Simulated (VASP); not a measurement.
# SiC5 (P-62m) in VASP: notebook

Runs on SiC5. Level: PBE. Tasks: single point, relaxation of cell and atoms.

All numbers are computed with VASP 6.6.1; they aren't measurements. Logs are shortened: lines on timing, memory, paths and dates and some standing lists are left out, and cuts for length are marked.

## (1) The cell of the first run

Symmetry: P-62m, No. 189, hexagonal system. Conventional cell: a = 3.596 Å, b = 3.596 Å, c = 8.246 Å, α = 90.00°, β = 90.00°, γ = 120.00°. Si (site symmetry -62m) has 6 C at 2.08 Å within 2.7 Å. Within 1.9 Å of C (site symmetry m2m) lie 2 C at 1.40 Å. Within 2.7 Å of C (site symmetry -6) lie 3 C at 2.08 Å and 3 Si at 2.08 Å.

## (2) Single point, PBE

INCAR reads:

```
ALGO = Normal ; EDIFF = 1E-6
ENCUT = 520 ; GGA = PE
ISIF = 2 ; ISMEAR = 0
LASPH = T ; LCHARG = T
LELF = T ; LREAL = F
LVHAR = T ; LWAVE = F
NBANDS = 21 ; NELM = 60
PREC = Accurate ; SIGMA = 0.1
```

KPOINTS reads:

```
k-points
0
Gamma
  12 12 6
```

POSCAR reads:

```
SiC5
1.0
    3.5962721156      0.0000000000      0.0000000000
   -1.7981360578      3.1144630110      0.0000000000
    0.0000000000      0.0000000000      8.2455264792
Si C
1 5
Direct
    0.0000000000      0.0000000000      0.5000000000
    0.0000000000      0.7747997484      0.0000000000
    0.7747997484      0.0000000000      0.0000000000
    0.2252002516      0.2252002516      0.0000000000
    0.3333333333      0.6666666667      0.5000000000
    0.6666666667      0.3333333333      0.5000000000
```

Potentials or basis: VASP PAW PBE potentials, release 64 (Si, C).

Launch:

```bash
cat potpaw_PBE.64/Si/POTCAR potpaw_PBE.64/C/POTCAR > POTCAR
mpirun -np 1 vasp_std > vasp.out
```

OUTCAR:

```text
EDIFF = 1E-6
   ENCUT = 520
   GGA = PE
   ISIF = 2
   ISMEAR = 0
   LASPH = T
   LREAL = F
   NELM = 60
   PREC = Accurate

 ion  position               nearest neighbor table
   1  0.000  0.000  0.500-   5 2.08   6 2.08   5 2.08   6 2.08   6 2.08   5 2.08
   2  0.000  0.775  0.000-   4 1.40   3 1.40
   3  0.775  0.000  0.000-   2 1.40   4 1.40
   4  0.225  0.225  0.000-   2 1.40   3 1.40
   5  0.333  0.667  0.500-   1 2.08   1 2.08   1 2.08
   6  0.667  0.333  0.500-   1 2.08   1 2.08   1 2.08

  LATTYP: Found a hexagonal cell.
 ALAT       =     3.5962721156
 C/A-ratio  =     2.2927982684

  Lattice vectors:

 A1 = (   3.5962721156,   0.0000000000,   0.0000000000)
 A2 = (  -1.7981360578,   3.1144630110,   0.0000000000)
 A3 = (   0.0000000000,   0.0000000000,   8.2455264792)

Analysis of symmetry for initial positions (statically):
=====================================================================
 Subroutine PRICEL returns:
 Original cell was already a primitive cell.

 Routine SETGRP: Setting up the symmetry group for a
 hexagonal supercell.

 Subroutine GETGRP returns: Found 12 space group operations
 (whereof 12 operations were pure point group operations)
 out of a pool of 24 trial point group operations.

The static configuration has the point symmetry D_3h.

Analysis of symmetry for dynamics (positions and initial velocities):
=====================================================================
 Subroutine PRICEL returns:
 Original cell was already a primitive cell.

 Routine SETGRP: Setting up the symmetry group for a
 hexagonal supercell.

 Subroutine GETGRP returns: Found 12 space group operations
 (whereof 12 operations were pure point group operations)
 out of a pool of 24 trial point group operations.

The dynamic configuration has the point symmetry D_3h.

 Subroutine INISYM returns: Found 12 space group operations
 (whereof 12 operations are pure point group operations),
 and found     1 'primitive' translations

----------------------------------------------------------------------------------------

                                     Primitive cell

  volume of cell :      92.3537

  direct lattice vectors                    reciprocal lattice vectors
     3.596272116  0.000000000  0.000000000     0.278065721  0.160541319  0.000000000
    -1.798136058  3.114463011  0.000000000     0.000000000  0.321082638  0.000000000
     0.000000000  0.000000000  8.245526479     0.000000000  0.000000000  0.121277884

  length of vectors
     3.596272116  3.596272116  8.245526479     0.321082638  0.321082638  0.121277884

  position of ions in fractional coordinates (direct lattice)
     0.000000000  0.000000000  0.500000000
     0.000000000  0.774799748  0.000000000
     0.774799748  0.000000000  0.000000000
     0.225200252  0.225200252  0.000000000
     0.333333333  0.666666667  0.500000000
     0.666666667  0.333333333  0.500000000

  ion indices of the primitive-cell ions
   primitive index   ion index
                 1           1
                 2           2
                 3           3
                 4           4
                 5           5
                 6           6

----------------------------------------------------------------------------------------

 KPOINTS: k-points

Automatic generation of k-mesh.
 Grid dimensions read from file:
 generate k-points for:   12   12    6

 Generating k-lattice:

  Cartesian coordinates                     Fractional coordinates (reciprocal lattice)
     0.023172143  0.013378443  0.000000000     0.083333333  0.000000000  0.000000000
     0.000000000  0.026756887  0.000000000     0.000000000  0.083333333  0.000000000
     0.000000000  0.000000000  0.020212981     0.000000000  0.000000000  0.166666667

  Length of vectors
     0.026756887  0.026756887  0.020212981

  Shift w.r.t. Gamma in fractional coordinates (k-lattice)
     0.000000000  0.000000000  0.000000000

 Subroutine IBZKPT returns following result:
 ===========================================

 Found     76 irreducible k-points:

[... 53 lines left out ...]
  band No.  band energies     occupation
      1     -16.7528      2.00000
      2     -11.4823      2.00000
      3      -9.2046      2.00000
      4      -7.4966      2.00000
      5      -4.7982      2.00000
      6      -4.6331      2.00000
[... 13 lines left out ...]
     20       9.4099      0.00000
     21      11.0700      0.00000

 k-point     7 :       0.5000    0.0000    0.0000
  band No.  band energies     occupation
      1     -16.7262      2.00000
      2     -10.8954      2.00000
      3      -9.9460      2.00000
      4      -7.6155      2.00000
      5      -4.8543      2.00000
      6      -4.7199      2.00000
[... 13 lines left out ...]
     20       9.8939      0.00000
     21      10.3960      0.00000
[... 291 lines left out ...]
      1     -17.0937      2.00000
      2     -13.6280      2.00000
      3      -4.4403      2.00000
      4      -4.0021      2.00000
      5      -3.8534      2.00000
      6      -3.8534      2.00000
[... 13 lines left out ...]
     20       7.2091      0.00000
     21       7.4921      0.00000

 k-point    21 :       0.0833    0.0000    0.1667
  band No.  band energies     occupation
      1     -17.0709      2.00000
      2     -13.5390      2.00000
      3      -5.0989      2.00000
      4      -3.9439      2.00000
      5      -3.9367      2.00000
      6      -3.7154      2.00000
[... 13 lines left out ...]
     20       7.0950      0.00000
     21       7.8433      0.00000

 k-point    22 :       0.1667   -0.0000    0.1667
  band No.  band energies     occupation
      1     -17.0074      2.00000
      2     -13.2728      2.00000
      3      -5.9078      2.00000
      4      -5.1959      2.00000
      5      -4.1477      2.00000
      6      -3.7720      2.00000
[... 13 lines left out ...]
     20       7.3557      0.00000
     21       8.7620      0.00000

 k-point    23 :       0.2500    0.0000    0.1667
  band No.  band energies     occupation
      1     -16.9176      2.00000
      2     -12.8327      2.00000
      3      -6.6481      2.00000
      4      -6.6062      2.00000
      5      -4.4062      2.00000
      6      -3.9492      2.00000
[... 13 lines left out ...]
     20       8.1637      0.00000
     21       9.9858      0.00000

 k-point    24 :       0.3333    0.0000    0.1667
  band No.  band energies     occupation
      1     -16.8240      2.00000
      2     -12.2266      2.00000
      3      -8.0010      2.00000
      4      -7.1516      2.00000
      5      -4.6392      2.00000
      6      -4.3742      2.00000
[... 13 lines left out ...]
     20       9.0236      0.00000
     21      11.0223      0.00000

 [... further k-points ...]

------------------------ aborting loop because EDIFF is reached ----------------------------------------

  FORCE on cell =-STRESS in cart. coord.  units (eV):
  Direction    XX          YY          ZZ          XY          YZ          ZX
  --------------------------------------------------------------------------------------
  -------------------------------------------------------------------------------------
  Total        0.2099442      0.2099442     -0.0051526      0.0000000     -0.0000000     -0.0000000
  in kB        3.6421716      3.6421716     -0.0893893      0.0000000     -0.0000000     -0.0000000
  external PRESSURE =       2.3983180 kB  Pullay stress =       0.0000000 kB

 VOLUME and BASIS-vectors are now :
 -----------------------------------------------------------------------------
  energy-cutoff  :      520.00
  volume of cell :       92.35
      direct lattice vectors                 reciprocal lattice vectors
     3.596272116  0.000000000  0.000000000     0.278065721  0.160541319  0.000000000
    -1.798136058  3.114463011  0.000000000     0.000000000  0.321082638  0.000000000
     0.000000000  0.000000000  8.245526479     0.000000000  0.000000000  0.121277884

 POSITION                                       TOTAL-FORCE (eV/Angst)
 -----------------------------------------------------------------------------------
      0.00000      0.00000      4.12276        -0.000000      0.000000     -0.000000
     -1.39320      2.41309      0.00000         0.092214     -0.159720     -0.000000
      2.78639      0.00000      0.00000        -0.184429     -0.000000      0.000000
      0.40494      0.70138      0.00000         0.092214      0.159720      0.000000
     -0.00000      2.07631      4.12276         0.000000     -0.000000     -0.000000
      1.79814      1.03815      4.12276         0.000000      0.000000     -0.000000
 -----------------------------------------------------------------------------------
    total drift:                               -0.000000     -0.000001      0.000000

  FREE ENERGIE OF THE ION-ELECTRON SYSTEM (eV)
  ---------------------------------------------------
  free  energy   TOTEN  =       -33.6079879692 eV

  energy  without entropy=      -33.5906599832  energy(sigma->0) =      -33.59932398
```

It took 4.8 min on 1 thread of Intel Xeon 8259CL, shared host; peak memory 0.27 GiB.

What came out:

| Item | Value |
| --- | --- |
| Free energy | -33.6080 eV |
| Pressure | 0.2 GPa |
| Largest force | 0.184 eV/Å |
| Band gap on the k mesh | zero (bands 12 and 13 overlap by 1.44 eV) |

Forces on the atoms (eV/Å):
```
Si   0.000  0.000  0.000
C    0.092 -0.160  0.000
C   -0.184  0.000  0.000
C    0.092  0.160  0.000
C    0.000  0.000  0.000
C    0.000  0.000  0.000
```

Stress tensor (GPa, compression positive):
```
 0.36  0.00  0.00
 0.00  0.36  0.00
 0.00  0.00 -0.01
```

## (3) Relaxation of cell and atoms, PBE

This run uses another cell than the first one, of 13.21 Å³/atom.

INCAR reads:

```
ALGO     = Normal         # electronic algorithm
EDIFF    = 1E-6           # SCF threshold, eV
EDIFFG   = -0.04          # ionic threshold
ENCUT    = 600            # plane-wave cutoff, eV
GGA      = PE             # functional
IBRION   = 2              # ionic algorithm
ISIF     = 3              # what is computed and relaxed
ISMEAR   = 0              # smearing method
LASPH    = T              # aspherical terms in the spheres
LCHARG   = F              # write CHGCAR
LREAL    = F              # projectors in reciprocal space
LWAVE    = F              # write WAVECAR
NELM     = 60             # most SCF steps
NSW      = 90             # ionic steps
PREC     = Accurate       # precision mode
SIGMA    = 0.1            # smearing width, eV
```

KPOINTS reads:

```
k-points
0
Gamma
  6 6 4
```

POSCAR reads:

```
SiC5
1.0
    4.5911199300      0.0000000000      0.0000000000
   -2.2955599600      3.9760264900      0.0000000000
    0.0000000000      0.0000000000      4.3423270400
Si C
1 5
Direct
    0.0000000000      0.0000000000      0.5000000000
    0.0000000000      0.6666666700      0.0000000000
    0.6666666700      0.0000000000      0.0000000000
    0.3333333300      0.3333333300      0.0000000000
    0.3333333300      0.6666666700      0.5000000000
    0.6666666700      0.3333333300      0.5000000000
```

Potentials or basis: VASP PAW PBE potentials, release 64 (Si, C).

Launch:

```bash
cat potpaw_PBE.64/Si/POTCAR potpaw_PBE.64/C/POTCAR > POTCAR
mpirun -np 1 vasp_std > vasp.out
```

Wall time 20 min (1 thread of Intel Xeon 8259CL, shared host); peak memory 0.25 GiB.

It converged, with:

```
Free energy                           : -33.5137 eV
Relaxed volume                        : 11.06 Å³/atom
Relaxed cell                          : a = 3.583 Å, b = 3.583 Å, c = 5.972 Å, α = 90.00°, β = 90.00°, γ = 120.00°
Space group after relaxing (to 0.1 Å) : P-62m (No. 189)
Energy gained by relaxing             : 1339.1 meV/atom
Ionic steps                           : 33
Pressure after relaxing               : 0.0 GPa
Band gap on the k mesh                : zero (bands 12 and 13 overlap by 1.49 eV)
```

Stress tensor (GPa, compression positive):
```
 0.08  0.00  0.00
 0.00  0.08  0.00
 0.00  0.00 -0.05
```

Step by step:
```
step  energy change (eV)  largest force (eV/Å)  pressure (GPa)  volume (Å³)
   1              0.0000                0.0861          -28.65        79.27
   2             -4.1175                0.2085          -21.34        55.14
   3             -4.8891                0.1229           -4.81        46.72
   4             -4.9096                0.0900            1.89        44.82
   5             -4.9119                0.0980           -0.30        45.39
   6             -5.0673                0.3170            3.53        44.62
   7             -5.1115                0.4549            8.17        43.99
   8             -5.2596                0.7259           -0.99        46.43
   9             -5.4187                1.6131          -13.54        51.77
  10             -5.4548                1.7998          -13.86        52.14
  11             -5.5727                2.4044          -14.42        53.21
  12             -5.9463                3.4890          -14.82        55.32
  13             -7.1863                4.2022          -10.37        59.38
  14             -5.2049               19.7011           34.77        66.87
  15             -7.6144                3.4753           -7.48        60.74
  16             -7.9231                2.5940            6.53        63.88
  17             -8.0030                0.6409           -0.22        62.64
  18             -8.0151                0.0982            1.41        62.97
  19             -8.0115                0.6075            2.50        63.17
  20             -8.0192                0.2118            0.16        63.58
  21             -8.0197                0.0526            0.61        63.50
  22             -8.0205                0.0457            0.55        63.61
  23             -8.0228                0.0216            0.33        63.95
  24             -8.0261                0.0268           -0.09        64.62
  25             -8.0277                0.1262           -0.89        65.98
  26             -8.0287                0.1167           -0.87        66.08
  27             -8.0310                0.0887           -0.82        66.37
  28             -8.0332                0.0354           -0.68        66.95
  29             -8.0333                0.0268           -0.66        67.04
  30             -8.0339                0.0599           -0.34        66.82
  31             -8.0343                0.1080            0.13        66.50
  32             -8.0345                0.0412           -0.01        66.34
  33             -8.0345                0.0012            0.04        66.38
```

Final structure:
```cif
data_structure
_symmetry_space_group_name_H-M 'P 1'
_symmetry_Int_Tables_number 1
_cell_length_a 3.5826
_cell_length_b 3.5826
_cell_length_c 5.9719
_cell_angle_alpha 90.000
_cell_angle_beta 90.000
_cell_angle_gamma 120.000
_cell_volume 66.38
loop_
_atom_site_label
_atom_site_type_symbol
_atom_site_fract_x
_atom_site_fract_y
_atom_site_fract_z
_atom_site_occupancy
Si1 Si 0.00000 0.00000 0.50000 1
C1 C 0.00000 0.77283 0.00000 1
C2 C 0.77283 0.00000 0.00000 1
C3 C 0.22717 0.22717 0.00000 1
C4 C 0.33333 0.66667 0.50000 1
C5 C 0.66667 0.33333 0.50000 1
```

Levels at points of the mesh, in eV from the Fermi level:
```tsv
k point	band 10	band 11	band 12	band 13	band 14	band 15
(0.00, 0.00, 0.00)	-3.11	-2.39	-2.39	-0.64	-0.64	0.72
(0.50, 0.00, 0.00)	-2.67	-0.43	0.68	1.16	2.42	3.16
(0.00, 0.00, 0.50)	-4.23	-2.44	-2.44	-0.69	-0.69	1.26
(0.50, 0.00, 0.50)	-2.02	-1.04	0.65	1.25	1.29	3.01
```

Caveat: the k points lie up to 0.34 Å⁻¹ apart in the final cell, too coarse for converged energies and pressures of a metal; the volume moved by over 15 % at a fixed basis, so the end points are rough.

## (4) Single point, PBE, collinear spin

This run uses another cell than the first one, of 13.21 Å³/atom.

INCAR reads:

```
SYSTEM = SiC5
  PREC = Accurate
  ENCUT = 520
  EDIFF = 1E-6
  ISMEAR = 0
  SIGMA = 0.1
  LREAL = .False.
  LASPH = .True.
  NELM = 150
  ALGO = Normal
  ISIF = 2
  LWAVE = .False.
  LCHARG = .False.
  ISPIN = 2
  MAGMOM = 0 1 1 1 1 1
  LORBIT = 11
  GGA = PE
  NBANDS = 25
```

KPOINTS reads:

```
Automatic mesh
0
Gamma
  6 6 4
  0 0 0
```

POSCAR is that of step 3.

Launch:

```bash
cat potpaw_PBE.64/Si/POTCAR potpaw_PBE.64/C/POTCAR > POTCAR
mpirun -np 1 vasp_std > vasp.out
```

It took 100 s on 1 thread of Intel Xeon 8259CL, shared host; peak memory 0.25 GiB.

Results (log left out):

- Free energy: -25.4795 eV
- Pressure: -28.6 GPa
- Largest force: 0.086 eV/Å
- Band gap on the k mesh: zero (filled and empty bands overlap)
- Net moment: 0.00 μB per cell
- Valence electrons inside the program's atomic spheres: Si 1.35; C 1.97, 1.98 (each value once)

Forces in eV/Å, atoms in the order of the input:
```
Si   0.000  0.000  0.000
C   -0.043  0.075  0.000
C    0.086  0.000  0.000
C   -0.043 -0.075  0.000
C    0.000  0.000  0.000
C    0.000  0.000  0.000
```

Stress tensor (GPa, compression positive):
```
-28.79   0.00   0.00
  0.00 -28.79   0.00
  0.00   0.00 -28.25
```

Levels at points of the mesh, in eV from the Fermi level:
Spin up:
| k point | band 10 | band 11 | band 12 | band 13 | band 14 | band 15 |
| --- | --- | --- | --- | --- | --- | --- |
| (0.00, 0.00, 0.00) | -0.75 | -0.75 | -0.54 | 0.30 | 0.46 | 0.46 |
| (0.50, 0.00, 0.00) | -1.52 | -0.63 | -0.29 | -0.24 | 0.52 | 1.12 |
| (0.00, 0.00, 0.50) | -2.42 | -1.66 | -1.66 | -1.56 | -1.56 | 0.86 |
| (0.50, 0.00, 0.50) | -0.31 | -0.24 | 1.00 | 1.45 | 1.48 | 1.66 |
Spin down:
| k point | band 8 | band 9 | band 10 | band 11 | band 12 | band 13 | band 14 | band 15 | band 16 | band 17 |
| --- | --- | --- | --- | --- | --- | --- | --- | --- | --- | --- |
| (0.00, 0.00, 0.00) | -3.03 | -3.03 | -0.75 | -0.75 | -0.54 | 0.30 | 0.46 | 0.46 | 0.58 | 0.58 |
| (0.50, 0.00, 0.00) | -2.84 | -2.79 | -1.52 | -0.63 | -0.29 | -0.24 | 0.52 | 1.12 | 1.73 | 1.76 |
| (0.00, 0.00, 0.50) | -2.94 | -2.70 | -2.42 | -1.66 | -1.66 | -1.56 | -1.56 | 0.86 | 1.08 | 3.06 |
| (0.50, 0.00, 0.50) | -3.84 | -0.40 | -0.31 | -0.24 | 1.00 | 1.45 | 1.48 | 1.66 | 1.82 | 2.29 |

Caveat: the k points lie up to 0.36 Å⁻¹ apart, too coarse for converged energies and pressures of a metal.

## (5) The runs side by side

```tsv
task	spin	cell	k mesh	cutoff (eV)	gap on the mesh (eV)	pressure (GPa)	largest force (eV/Å)
single point	off	a = 3.596, b = 3.596, c = 8.246 Å, angles 90.0, 90.0, 120.0°, 6 atoms, atomic positions A	12 × 12 × 6	520	none	0.2	0.18
relaxation of cell and atoms	off	relaxed from a = 4.591, b = 4.591, c = 4.342 Å, angles 90.0, 90.0, 120.0°, 6 atoms, atomic positions B	6 × 6 × 4	600	none	0.0	-
single point	collinear	a = 4.591, b = 4.591, c = 4.342 Å, angles 90.0, 90.0, 120.0°, 6 atoms, atomic positions B	6 × 6 × 4	520	none	-28.6	0.09
```

Alike in all rows: level PBE; potentials or basis VASP PAW PBE potentials, release 64 (Si, C); smearing gaussian 0.1 eV.

Caveats: some runs use coarse meshes; the volume moved by over 15 % at a fixed basis, so the end points are rough (at least some runs).

Absolute energies hang on the potentials; compare differences alone.
